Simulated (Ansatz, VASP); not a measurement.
# Si7Ge: VASP beside Ansatz

```xyz
16
Lattice="0.0000 -5.4680 0.0000 0.0000 0.0000 -5.4680 10.9359 0.0000 0.0000" Properties=species:S:1:pos:R:3 pbc="T T T"
Si    1.3803   -4.0877   -4.0877
Si    6.8483   -4.0877   -4.0877
Si    0.0000   -2.7340   -2.7340
Si    5.4680   -2.7340   -2.7340
Si    2.7340   -2.7340    0.0000
Si    8.2020   -2.7340    0.0000
Si    2.7340    0.0000   -2.7340
Si    8.2020    0.0000   -2.7340
Si    4.0877   -4.0877   -1.3803
Si    9.5557   -4.0877   -1.3803
Si    4.0877   -1.3803   -4.0877
Si    9.5557   -1.3803   -4.0877
Si    1.3803   -1.3803   -1.3803
Si    6.8483   -1.3803   -1.3803
Ge    0.0000    0.0000    0.0000
Ge    5.4680    0.0000    0.0000
```

Alike in both runs: task single point; functional r2SCAN; k mesh 6 × 6 × 3; occupations gaussian, width 0.05 eV; no spin polarisation.

|  | VASP | Ansatz |
| --- | --- | --- |
| version | VASP 6.6.1 | Ansatz 0.2.0 |
| potentials or method | VASP PAW PBE potentials, release 64 (Si, Ge_d), cutoff 520 eV | scalar-relativistic, plane waves, PAW |
| valence electrons in the cell | 84 | 84 |

VASP gave:

| Quantity | Value |
| --- | --- |
| gap on the k mesh at the Fermi level (eV) | 0.60 |
| least direct gap on the mesh (eV) | 0.60 |
| pressure (GPa) | -0.2 |
| rms of the force components (eV/Å) | 0.009 |

Question: Estimate Ansatz's values.

Answer: gap on the k mesh at the Fermi level (eV): 0.59; least direct gap on the mesh (eV): 0.59; pressure (GPa): 0.0; rms of the force components (eV/Å): 0.001.

VASP's potentials were made for PBE, not for r2SCAN. Atom by atom the forces differ by 0.008 eV/Å (rms over components).
